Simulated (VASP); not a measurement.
A run of VASP 6.6.1 is set up as follows.

INCAR

```
SYSTEM = PbS
ALGO = Normal
DIPOL = 0.5 0.5 0.500
EDIFF = 1E-7
EDIFFG = -0.03
ENCUT = 520
GGA = PE
IBRION = 2
IDIPOL = 3
ISIF = 2
ISMEAR = 0
LASPH = .True.
LCHARG = .False.
LDIPOL = .True.
LREAL = .False.
LWAVE = .False.
NELM = 60
NSW = 70
PREC = Accurate
SIGMA = 0.05
```

KPOINTS

```
k-points
0
Gamma
  7 7 1
  0 0 0
```

File POSCAR:

```
PbS
1.0
    4.2490215883      0.0000000000      0.0000000000
    0.0000000000      4.2490215883      0.0000000000
    0.0000000000      0.0000000000     17.0045119785
Pb S
2 2
Selective dynamics
Direct
    0.5000000000      0.5000000000      0.4116554482  F F F
    0.0000000000      0.0000000000      0.5883445518  T T T
    0.0000000000      0.0000000000      0.4116554482  F F F
    0.5000000000      0.5000000000      0.5883445518  T T T
```

Potentials or basis: VASP PAW PBE potentials, release 64 (Pb_d, S).

Launch:

```console
$ cat potpaw_PBE.64/Pb_d/POTCAR potpaw_PBE.64/S/POTCAR > POTCAR
$ mpirun -np 1 vasp_std > vasp.out
```

Question: What does it give for the band gap on the k mesh?

Answer: 1.56 eV.

Question: What does it give for the energy gained by relaxing?

Answer: 62.0 meV/atom.

Final structure:
```yaml
crystal:
  lattice:
    - [4.24902, 0.00000, 0.00000]
    - [0.00000, 4.24902, 0.00000]
    - [0.00000, 0.00000, 17.00451]
  atoms:
    - { symbol: Pb, position: [0.50000, 0.50000, 0.41166] }
    - { symbol: Pb, position: [0.00000, 0.00000, 0.57118] }
    - { symbol: S, position: [0.00000, 0.00000, 0.41166] }
    - { symbol: S, position: [0.50000, 0.50000, 0.56967] }
```

Caveat: spin-orbit coupling is left out, which moves the levels of the heavy elements.
